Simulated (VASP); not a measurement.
# BaTe (Fm-3m) in VASP: further runs

BaTe is run at these levels: PBE; tasks: single point, relaxation of cell and atoms.

Program: VASP 6.6.1. These are calculated values, not measurements. Logs are shortened: lines on timing, memory, paths and dates and some standing lists are left out, and cuts for length are marked.

**1. The cell of the first run**

It takes space group Fm-3m (No. 225, cubic). The conventional cell has a = 7.067 Å, b = 7.067 Å, c = 7.067 Å, α = 90.00°, β = 90.00°, γ = 90.00°. Within 4.6 Å of Ba (site symmetry m-3m) lie 6 Te at 3.53 Å. Within 4.6 Å of Te (site symmetry m-3m) lie 6 Ba at 3.53 Å.

**2. Single point, PBE**

INCAR reads:

```
SYSTEM = BaTe
PREC = Accurate
ENCUT = 520
EDIFF = 1E-7
ISMEAR = 0
SIGMA = 0.1
LREAL = .FALSE.
LASPH = .TRUE.
NELM = 100
ALGO = Normal
ISIF = 2
LWAVE = .FALSE.
LCHARG = .FALSE.
GGA = PE
NBANDS = 24
```

KPOINTS reads:

```
regular mesh
0
G
  4 4 4
  0 0 0
```

POSCAR reads:

```
BaTe
1.0
    0.0000000000      3.5333383813      3.5333383813
    3.5333383813      3.5333383813      0.0000000000
   -3.5333383813      7.0666767626     -3.5333383813
Ba Te
2 2
Direct
    0.7500000000      0.7500000000      0.7500000000
    0.2500000000      0.2500000000      0.2500000000
    0.0000000000      0.0000000000      0.0000000000
    0.5000000000      0.5000000000      0.5000000000
```

Potentials or basis: VASP PAW PBE potentials, release 64 (Ba_sv, Te).

Command:

```console
> cat potpaw_PBE.64/Ba_sv/POTCAR potpaw_PBE.64/Te/POTCAR > POTCAR
> mpirun -np 1 vasp_std > vasp.out
```

OUTCAR:

```text
SYSTEM = BaTe
   PREC = Accurate
   ENCUT = 520
   EDIFF = 1E-7
   ISMEAR = 0
   LREAL = .FALSE.
   LASPH = .TRUE.
   NELM = 100
   ISIF = 2
   GGA = PE

 ion  position               nearest neighbor table
   1  0.750  0.750  0.750-   4 3.53   4 3.53   3 3.53   4 3.53   3 3.53   3 3.53
   2  0.250  0.250  0.250-   3 3.53   3 3.53   3 3.53   4 3.53   4 3.53   4 3.53
   3  0.000  0.000  0.000-   1 3.53   1 3.53   1 3.53   2 3.53   2 3.53   2 3.53
   4  0.500  0.500  0.500-   2 3.53   2 3.53   1 3.53   2 3.53   1 3.53   1 3.53

  LATTYP: Found a trigonal (rhomboedric) cell.
 ALAT       =     8.6548761228
 COS(alpha) =     0.8333333333

  Lattice vectors:

 A1 = (  -3.5333383813,   3.5333383813,  -7.0666767626)
 A2 = (  -7.0666767626,   3.5333383813,  -3.5333383813)
 A3 = (  -3.5333383813,   7.0666767626,  -3.5333383813)

Analysis of symmetry for initial positions (statically):
=====================================================================
 Subroutine PRICEL returns following result:

  LATTYP: Found a face centered cubic cell.
 ALAT       =     7.0666767626

  Lattice vectors:

 A1 = (   0.0000000000,  -3.5333383813,   3.5333383813)
 A2 = (  -3.5333383813,  -0.0000000000,   3.5333383813)
 A3 = (  -3.5333383813,  -3.5333383813,   0.0000000000)

   2 primitive cells build up your supercell.

 Routine SETGRP: Setting up the symmetry group for a
 trigonal (rhombohedral) supercell.

 Subroutine GETGRP returns: Found 12 space group operations
 (whereof 12 operations were pure point group operations)
 out of a pool of 12 trial point group operations.

The static configuration has the point symmetry D_3d.

Analysis of symmetry for dynamics (positions and initial velocities):
=====================================================================
 Subroutine PRICEL returns following result:

  LATTYP: Found a face centered cubic cell.
 ALAT       =     7.0666767626

  Lattice vectors:

 A1 = (   0.0000000000,  -3.5333383813,   3.5333383813)
 A2 = (  -3.5333383813,  -0.0000000000,   3.5333383813)
 A3 = (  -3.5333383813,  -3.5333383813,   0.0000000000)

   2 primitive cells build up your supercell.

 Routine SETGRP: Setting up the symmetry group for a
 trigonal (rhombohedral) supercell.

 Subroutine GETGRP returns: Found 12 space group operations
 (whereof 12 operations were pure point group operations)
 out of a pool of 12 trial point group operations.

The dynamic configuration has the point symmetry D_3d.

 Subroutine INISYM returns: Found 12 space group operations
 (whereof 12 operations are pure point group operations),
 and found     2 'primitive' translations

----------------------------------------------------------------------------------------

                                     Primitive cell

  volume of cell :      88.2238

  direct lattice vectors                    reciprocal lattice vectors
     0.000000000 -3.533338381  3.533338381     0.141509232 -0.141509232  0.141509232
    -3.533338381 -0.000000000  3.533338381    -0.141509232  0.141509232  0.141509232
    -3.533338381 -3.533338381  0.000000000    -0.141509232 -0.141509232 -0.141509232

  length of vectors
     4.996895059  4.996895059  4.996895059     0.245101179  0.245101179  0.245101179

  position of ions in fractional coordinates (direct lattice)
     0.500000000  0.500000000  0.500000000
     0.000000000  0.000000000  0.000000000

  ion indices of the primitive-cell ions
   primitive index   ion index
                 1           1
                 2           3

----------------------------------------------------------------------------------------

 KPOINTS: regular mesh

Automatic generation of k-mesh.
 Grid dimensions read from file:
 generate k-points for:    4    4    4

 Generating k-lattice:

  Cartesian coordinates                     Fractional coordinates (reciprocal lattice)
    -0.017688654  0.017688654  0.053065962     0.250000000  0.000000000  0.000000000
     0.053065962  0.017688654 -0.017688654     0.000000000  0.250000000  0.000000000
    -0.017688654  0.017688654 -0.017688654     0.000000000  0.000000000  0.250000000

  Length of vectors
     0.058666628  0.058666628  0.030637647

  Shift w.r.t. Gamma in fractional coordinates (k-lattice)
     0.000000000  0.000000000  0.000000000

 Subroutine IBZKPT returns following result:
 ===========================================

 Found     13 irreducible k-points:

 Following reciprocal coordinates:
            Coordinates               Weight
  0.000000  0.000000  0.000000      1.000000
  0.250000  0.000000  0.000000      6.000000
  0.500000  0.000000  0.000000      3.000000
  0.250000  0.250000  0.000000      6.000000
  0.500000  0.250000 -0.000000     12.000000
 -0.250000  0.250000  0.000000      6.000000
  0.500000  0.500000  0.000000      3.000000
  0.000000  0.000000  0.250000      2.000000
  0.500000  0.000000  0.250000      6.000000
 -0.250000  0.000000  0.250000      6.000000
 -0.250000  0.500000  0.250000      6.000000
 -0.250000 -0.250000  0.250000      6.000000
  0.000000  0.000000  0.500000      1.000000
   k-points           NKPTS =     13   k-points in BZ     NKDIM =     13   number of bands    NBANDS=     24
   number of dos      NEDOS =    301   number of ions     NIONS =      4
   total plane-waves  NPLWV = 102400
   dimension x,y,z NGX =    40 NGY =   40 NGZ =   64
   dimension x,y,z NGXF=    80 NGYF=   80 NGZF=  128
   ions per type =               2   2
   NGX,Y,Z   is equivalent  to a cutoff of  13.31, 13.31, 12.29 a.u.
   NGXF,Y,Z  is equivalent  to a cutoff of  26.62, 26.62, 24.59 a.u.
 SYSTEM =  BaTe
   PREC   = accura    normal or accurate (medium, high low for compatibility)
   ISTART =      0    job   : 0-new  1-cont  2-samecut
   ICHARG =      2    charge: 1-file 2-atom 10-const
   ISPIN  =      1    spin polarized calculation?
   LNONCOLLINEAR =      F non collinear calculations
   LSORBIT =      F    spin-orbit coupling
   LASPH  =      T    aspherical Exc in radial PAW
   ENCUT  =  520.0 eV  38.22 Ry    6.18 a.u.   9.29  9.29 16.09*2*pi/ulx,y,z
   NELM   =    100;   NELMIN=  2; NELMDL= -5     # of ELM steps
   EDIFF  = 0.1E-06   stopping-criterion for ELM
   LREAL  =      F    real-space projection
   EDIFFG = 0.1E-05   stopping-criterion for IOM
   NSW    =      0    number of steps for IOM
   IBRION =     -1    ionic relax: 0-MD 1-quasi-New 2-CG
   NFREE  =      0    steps in history (QN), initial steepest desc. (CG)
   ISIF   =      2    stress and relaxation
   ISYM   =      2    0-nonsym 1-usesym 2-fastsym
   POTIM  = 0.5000    time-step for ionic-motion
   TEBEG  =    0.0;   TEEND  =   0.0 temperature during run
   PSTRESS=    0.0 pullay stress
   NELECT =      32.0000    total number of electrons
   NUPDOWN=      -1.0000    fix difference up-down
   EMIN   =  10.00;   EMAX   =-10.00  energy-range for DOS
   EFERMI =   0.00;   METHOD = LEGACY
   ISMEAR =     0;   SIGMA  =   0.10  broadening in eV -4-tet -1-fermi 0-gaus
   EFERMI_NEDOS =   21; number of points for ismear=-14 and -15
   IALGO  =     38    algorithm
   IMIX   =      4    mixing-type and parameters
     AMIX     =   0.40;   BMIX     =  1.00
     AMIX_MAG =   1.60;   BMIX_MAG =  1.00
  volume/ion in A,a.u.               =      44.11       297.68
  Fermi-wavevector in a.u.,A,eV,Ry     =   0.926658  1.751130 11.683262  0.858696
  Thomas-Fermi vector in A             =   2.052644
   LORBIT       =      0    0 simple, 1 ext, 2 COOP (PROOUT), +10 PAW based schemes
   GGA     = PE    functional components
   LHFCALC =     F    Hartree Fock is set to
   AEXX    =    0.0000 exact exchange contribution
   IVDW    =     0    specifies the selected vdW correction
   LEPSILON=     F    determine dielectric tensor
   LRPA    =     F    only Hartree local field effects (RPA)
 non-spin polarized calculation
 Gauss-broadening in eV      SIGMA  =   0.10
  energy-cutoff  :      520.00
  volume of cell :      176.45
 maximum number of plane-waves:      4798
 NGX is ok and might be reduce to    40
   NGX = 19   NGY = 19   NGZ = 33

 number of electron      31.9999999 magnetization

 Free energy of the ion-electron system (eV)
  ---------------------------------------------------
  ext. energy  EPLUGINS =         0.00000000
  ---------------------------------------------------
  free energy    TOTEN  =       -17.24986538 eV

  energy without entropy =      -17.24986538  energy(sigma->0) =      -17.24986538

 E-fermi :   2.6299     XC(G=0):  -8.1313

 val. band max:        2.1040536863   @ k =   0.0000   0.0000   0.0000
 cond. band min:       3.6808384031   @ k =   0.5000   0.5000   0.0000
 fundamental gap:      1.5767847169
 Fermi energy:         2.6299397146

 k-point     1 :       0.0000    0.0000    0.0000
  band No.  band energies     occupation
      1     -24.9959      2.00000
      2     -24.9847      2.00000
      3     -10.5046      2.00000
      4     -10.1509      2.00000
      5     -10.1509      2.00000
      6     -10.1410      2.00000
[... 16 lines left out ...]
     23       6.2550      0.00000
     24       6.7868      0.00000

 k-point     2 :       0.2500    0.0000    0.0000
  band No.  band energies     occupation
      1     -24.9905      2.00000
      2     -24.9826      2.00000
      3     -10.4031      2.00000
      4     -10.2932      2.00000
      5     -10.2383      2.00000
      6     -10.1684      2.00000
[... 16 lines left out ...]
     23       6.3770      0.00000
     24       6.7537      0.00000

 k-point     3 :       0.5000    0.0000    0.0000
  band No.  band energies     occupation
      1     -24.9828      2.00000
      2     -24.9828      2.00000
      3     -10.3882      2.00000
      4     -10.3882      2.00000
      5     -10.2175      2.00000
      6     -10.2175      2.00000
[... 16 lines left out ...]
     23       7.4130      0.00000
     24       7.4201      0.00000

 k-point     4 :       0.2500    0.2500    0.0000
  band No.  band energies     occupation
      1     -24.9903      2.00000
      2     -24.9828      2.00000
      3     -10.3891      2.00000
      4     -10.3365      2.00000
      5     -10.2165      2.00000
      6     -10.1827      2.00000
[... 16 lines left out ...]
     23       7.0986      0.00000
     24       7.0989      0.00000

 k-point     5 :       0.5000    0.2500   -0.0000
  band No.  band energies     occupation
      1     -24.9842      2.00000
      2     -24.9815      2.00000
      3     -10.4009      2.00000
      4     -10.3404      2.00000
      5     -10.2538      2.00000
      6     -10.2087      2.00000
[... 16 lines left out ...]
     23       7.0390      0.00000
     24       7.3894      0.00000

 k-point     6 :      -0.2500    0.2500    0.0000
  band No.  band energies     occupation
      1     -24.9847      2.00000
      2     -24.9810      2.00000
      3     -10.3971      2.00000
      4     -10.2704      2.00000
      5     -10.2695      2.00000
      6     -10.2694      2.00000
[... 16 lines left out ...]
     23       6.8403      0.00000
     24       7.1232      0.00000

 k-point     7 :       0.5000    0.5000    0.0000
  band No.  band energies     occupation
      1     -24.9847      2.00000
      2     -24.9810      2.00000
      3     -10.5038      2.00000
      4     -10.3249      2.00000
      5     -10.2147      2.00000
      6     -10.2141      2.00000
[... 16 lines left out ...]
     23       6.9269      0.00000
     24       7.5645      0.00000

 k-point     8 :       0.0000    0.0000    0.2500
  band No.  band energies     occupation
      1     -24.9943      2.00000
      2     -24.9863      2.00000
      3     -10.4579      2.00000
      4     -10.2023      2.00000
      5     -10.1493      2.00000
      6     -10.1493      2.00000
[... 16 lines left out ...]
     23       6.0555      0.00000
     24       6.4479      0.00000

 k-point     9 :       0.5000    0.0000    0.2500
  band No.  band energies     occupation
      1     -24.9841      2.00000
      2     -24.9815      2.00000
      3     -10.4702      2.00000
      4     -10.3259      2.00000
      5     -10.2350      2.00000
      6     -10.2049      2.00000
[... 16 lines left out ...]
     23       7.1691      0.00000
     24       7.4609      0.00000

 k-point    10 :      -0.2500    0.0000    0.2500
  band No.  band energies     occupation
      1     -24.9885      2.00000
      2     -24.9847      2.00000
      3     -10.3977      2.00000
      4     -10.2927      2.00000
      5     -10.2234      2.00000
      6     -10.1775      2.00000
[... 16 lines left out ...]
     23       6.6127      0.00000
     24       6.6130      0.00000

 k-point    11 :      -0.2500    0.5000    0.2500
  band No.  band energies     occupation
      1     -24.9828      2.00000
      2     -24.9828      2.00000
      3     -10.3884      2.00000
      4     -10.3884      2.00000
      5     -10.2167      2.00000
      6     -10.2167      2.00000
[... 16 lines left out ...]
     23       7.4134      0.00000
     24       7.4142      0.00000

 k-point    12 :      -0.2500   -0.2500    0.2500
  band No.  band energies     occupation
      1     -24.9879      2.00000
      2     -24.9853      2.00000
      3     -10.3771      2.00000
      4     -10.3447      2.00000
      5     -10.1907      2.00000
      6     -10.1862      2.00000
[... 16 lines left out ...]
     23       6.5574      0.00000
     24       7.1583      0.00000

 k-point    13 :       0.0000    0.0000    0.5000
  band No.  band energies     occupation
      1     -24.9903      2.00000
      2     -24.9903      2.00000
      3     -10.3373      2.00000
      4     -10.3373      2.00000
      5     -10.1455      2.00000
      6     -10.1455      2.00000
[... 16 lines left out ...]
     23       6.7969      0.00000
     24       6.7969      0.00000

------------------------ aborting loop because EDIFF is reached ----------------------------------------

  FORCE on cell =-STRESS in cart. coord.  units (eV):
  Direction    XX          YY          ZZ          XY          YZ          ZX
  --------------------------------------------------------------------------------------
  -------------------------------------------------------------------------------------
  Total        0.3273617      0.3273617      0.3273617      0.0158122      0.0158122     -0.0158122
  in kB        2.9725064      2.9725064      2.9725064      0.1435777      0.1435777     -0.1435777
  external PRESSURE =       2.9725064 kB  Pullay stress =       0.0000000 kB

 VOLUME and BASIS-vectors are now :
 -----------------------------------------------------------------------------
  energy-cutoff  :      520.00
  volume of cell :      176.45
      direct lattice vectors                 reciprocal lattice vectors
     0.000000000  3.533338381  3.533338381    -0.070754616  0.070754616  0.212263848
     3.533338381  3.533338381  0.000000000     0.212263848  0.070754616 -0.070754616
    -3.533338381  7.066676763 -3.533338381    -0.070754616  0.070754616 -0.070754616

 POSITION                                       TOTAL-FORCE (eV/Angst)
 -----------------------------------------------------------------------------------
      0.00000     10.60002      0.00000         0.000000      0.000000     -0.000000
      0.00000      3.53334      0.00000        -0.000000     -0.000000      0.000000
      0.00000      0.00000      0.00000        -0.000000     -0.000000     -0.000000
      0.00000      7.06668      0.00000         0.000000      0.000000      0.000000
 -----------------------------------------------------------------------------------
    total drift:                                0.000000     -0.000000      0.000000

  FREE ENERGIE OF THE ION-ELECTRON SYSTEM (eV)
  ---------------------------------------------------
  free  energy   TOTEN  =       -17.2498653763 eV

  energy  without entropy=      -17.2498653763  energy(sigma->0) =      -17.24986538
```

Wall time 96 s (1 thread of AMD EPYC 7R43 (Zen 3), shared host); peak memory 0.28 GiB.

What came out:

- Free energy: -17.2499 eV
- Pressure: 0.3 GPa
- Band gap on the k mesh: 1.58 eV

Caveat: spin-orbit coupling is left out, which moves the levels of the heavy elements. A k mesh can miss the band edges.

[end of part 1 of 2]
